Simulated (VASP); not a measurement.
Set up this calculation in VASP 6.6.1, as the native input.

```
Task                   : single point
Functional             : PBE
Potentials or basis    : VASP PAW PBE potentials, release 64 (K_sv, Si, H)
Cutoff                 : 500 eV
k mesh                 : 10 × 10 × 4
Occupations            : gaussian, width 0.1 eV
Spin                   : no spin polarisation
Dipole correction      : no
Further INCAR settings : ALGO = Normal; EDIFF = 1e-06; NBANDS = 23
```

The structure of KSiH lies in POSCAR:

```
KSiH
1.0
    3.5758892612      0.0000000000      0.0000000000
    0.0000000000      3.5758892612      0.0000000000
    0.0000000000      0.0000000000     10.0850728779
K Si H
2 2 2
Direct
    0.0000000000      0.5000000000      0.8263940541
    0.5000000000      0.0000000000      0.1736059459
    0.5000000000      0.0000000000      0.5102412012
    0.0000000000      0.5000000000      0.4897587988
    0.0000000000      0.0000000000      0.0000000000
    0.5000000000      0.5000000000      0.0000000000
```

The input as run:

INCAR

```
  PREC = Accurate
  ENCUT = 500
  EDIFF = 1E-6
  ISMEAR = 0
  SIGMA = 0.1
  LREAL = False
  LASPH = True
  NELM = 120
  ALGO = Normal
  ISIF = 2
  LWAVE = False
  LCHARG = False
  GGA = PE
  NBANDS = 23
  GGA_COMPAT = False
```

KPOINTS

```
Automatic mesh
0
Gamma
  10 10 4
```

Potentials or basis: VASP PAW PBE potentials, release 64 (K_sv, Si, H).

The run is started by

```sh
$ cat potpaw_PBE.64/K_sv/POTCAR potpaw_PBE.64/Si/POTCAR potpaw_PBE.64/H/POTCAR > POTCAR
$ mpirun -np 1 vasp_std > vasp.out
```

It gave:

| Item | Value |
| --- | --- |
| Pressure | 0.0 GPa |
| Largest force | 0.009 eV/Å |
| Band gap on the k mesh | zero (band 14 reaches 2.52 eV, above the bottom of band 15 at 1.11 eV) |

It took 100 s on 1 thread of Intel(R) Xeon(R) 6975P-C (Granite Rapids) (shared host), peak memory 0.32 GiB.
